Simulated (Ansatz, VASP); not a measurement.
**Pt: VASP beside Ansatz**

File INCAR:

```
PREC = Accurate
ENCUT = 520
EDIFF = 1E-6
ISMEAR = 1
SIGMA = 0.15
LREAL = F
LASPH = T
NELM = 100
ALGO = Normal
ISIF = 2
LWAVE = F
LCHARG = F
NBANDS = 11
```

KPOINTS

```
Automatic mesh
0
Gamma
  17 17 17
```

The input POSCAR:

```
Pt
1.0
    0.0000000000      1.9469213646      1.9469213646
    1.9469213646      0.0000000000      1.9469213646
    1.9469213646      1.9469213646      0.0000000000
Pt
1
Direct
    0.0000000000      0.0000000000      0.0000000000
```

Input for Ansatz:

```yaml
crystal:
  lattice:
    - [0.0, 1.9469213646, 1.9469213646]
    - [1.9469213646, 0.0, 1.9469213646]
    - [1.9469213646, 1.9469213646, 0.0]
  atoms:
    - { symbol: Pt, position: [0.0, 0.0, 0.0] }
kpoints:
  mp_grid: { grid: [17, 17, 17] }
  band_path:
    path:
      - [0.0, 0.0, 0.0]
      - [0.5, 0.0, 0.5]
      - [0.625, 0.25, 0.625]
      - [0.375, 0.375, 0.75]
      - [0.0, 0.0, 0.0]
      - [0.5, 0.5, 0.5]
      - [0.5, 0.25, 0.75]
      - [0.5, 0.0, 0.5]
    npoints: 8
scf:
  occupations: { method: methfessel_paxton, width: 0.15 }
  convergence: { dr2_threshold: 1.0e-09 }
  n_extra_bands: 4
hamiltonian:
  xc: lda
  pseudopotentials: { kind: paw }
output:
  forces: true
  stress: true
  eigenvalues: true
  populations: true
```

Alike in both runs: task single point; functional LDA; k mesh 17 × 17 × 17; occupations methfessel-paxton of order 1, width 0.15 eV; no spin polarisation.

|  | VASP | Ansatz |
| --- | --- | --- |
| version | VASP 6.6.1 | Ansatz 0.2.0 |
| potentials or method | VASP PAW LDA potentials, release 64 (Pt) | PAW with Ansatz's default frozen-core files, scalar-relativistic |
| plane-wave cutoff (eV) | 520 | 420 |
| valence electrons in the cell | 10 | 18 |

```csv
,VASP,Ansatz,Ansatz less VASP
gap on the k mesh at the Fermi level (eV),none,none,-
pressure (GPa),0.6,-0.1,-0.76
```

LDA's correlation is that of Perdew and Zunger in VASP and of Perdew and Wang (1992) in Ansatz. A gap of «none» marks a metal or a gap that the smearing closes. VASP's potentials hold 10 valence electrons a cell and Ansatz's 18, so a difference there can come from the potentials and not from the codes. Ansatz's warnings: stress scf threshold loose.

Neither program's run includes spin-orbit coupling.
